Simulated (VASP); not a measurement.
Crystal: Cu.

```
Cu
1.0
    -1.44279    1.44279    1.37608
     1.44279   -1.44279    1.37608
     1.44279    1.44279   -1.37608
Cu
1
Direct
  0.00000 0.00000 0.00000
```

* Program: VASP 6.6.1
* Task: relaxation of cell and atoms
* Functional: RPBE
* Potentials or basis: VASP PAW PBE potentials, release 64 (Cu)
* Cutoff: 600 eV
* k mesh: 13 × 13 × 13
* Occupations: fermi-dirac, width 0.05 eV
* Spin: no spin polarisation

At the start: pressure 13.2 GPa; volume 11.46 Å³/atom.

Problem. Where does the relaxation end?

Solution. Over 9 steps the energy falls by 40.2 meV/atom and the volume is 12.53 Å³/atom (+9.3 %); space group I4/mmm (No. 139, to 0.05 Å).

Step by step:
```csv
step,energy change (eV),largest force (eV/Å),pressure (GPa),volume (Å³)
1,0.0000,0.0000,13.16,11.46
2,-0.0311,0.0000,-4.71,13.09
3,-0.0399,0.0000,0.07,12.52
4,-0.0399,0.0000,-0.13,12.54
5,-0.0399,0.0000,-0.16,12.54
6,-0.0400,0.0000,-0.17,12.54
7,-0.0402,0.0000,-0.23,12.55
8,-0.0400,0.0000,0.65,12.46
9,-0.0402,0.0000,0.08,12.53
```

Final structure:
```cif
data_structure
_symmetry_space_group_name_H-M 'P 1'
_symmetry_Int_Tables_number 1
_cell_length_a 2.5366
_cell_length_b 2.5366
_cell_length_c 2.5366
_cell_angle_alpha 107.704
_cell_angle_beta 107.704
_cell_angle_gamma 113.067
_cell_volume 12.53
loop_
_atom_site_label
_atom_site_type_symbol
_atom_site_fract_x
_atom_site_fract_y
_atom_site_fract_z
_atom_site_occupancy
Cu1 Cu 0.00000 0.00000 0.00000 1
```

Caveat: the PAW data sets were made with another functional, which shifts forces and pressure a little.
